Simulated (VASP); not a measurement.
Write the native input for VASP 6.6.1 that does the following.

```yaml
Task: single point
Functional: PBE
Potentials_or_basis: VASP PAW PBE potentials, release 64 (Pd)
Cutoff: 520 eV
k_mesh: 21 × 21 × 12
Occupations: gaussian, width 0.15 eV
Spin: collinear spin
Starting_moments: "[0.52, 0.52] μB"
Dipole_correction: no
Further_INCAR_settings: ALGO = Fast; EDIFF = 1e-06; NBANDS = 21
```

The structure of Pd lies in POSCAR:

```
Pd
1.0
    2.6195291004      0.0000000000      0.0000000000
   -1.3097645502      2.2685787469      0.0000000000
    0.0000000000      0.0000000000      5.2271461042
Pd
2
Direct
    0.6666666667      0.3333333333      0.7500000000
    0.3333333333      0.6666666667      0.2500000000
```

This isn't the form of Pd at room conditions, which is fcc.

This cell differs from its parent crystal: ratio of the length along z to the lengths across it x 1.2, volume and fractional coordinates fixed.

One way to write it, as run:

INCAR

```
SYSTEM = Pd
ALGO = Fast
EDIFF = 1E-6
ENCUT = 520
GGA = PE
ISIF = 2
ISMEAR = 0
ISPIN = 2
LASPH = .TRUE.
LCHARG = .FALSE.
LMAXMIX = 4
LORBIT = 11
LREAL = .FALSE.
LWAVE = .FALSE.
MAGMOM = 0.52 0.52
NBANDS = 21
NELM = 150
PREC = Accurate
SIGMA = 0.15
```

KPOINTS

```
k-points
0
G
  21 21 12
  0 0 0
```

Potentials or basis: VASP PAW PBE potentials, release 64 (Pd).

Command:

```sh
$ cat potpaw_PBE.64/Pd/POTCAR > POTCAR
$ mpirun -np 1 vasp_std > vasp.out
```

Results of the run:

```yaml
Pressure: 5.8 GPa
Band_gap_on_the_k_mesh: zero (filled and empty bands overlap)
Net_moment: 0.00 μB per cell
Valence_electrons_inside_the_program's_atomic_spheres: Pd 9.43
```

Caveat: the stress differs along the axes, from -15 to 16 GPa.

Wall time 4.4 min on 1 thread of Intel Xeon 8259CL (shared host), peak memory 0.36 GiB.
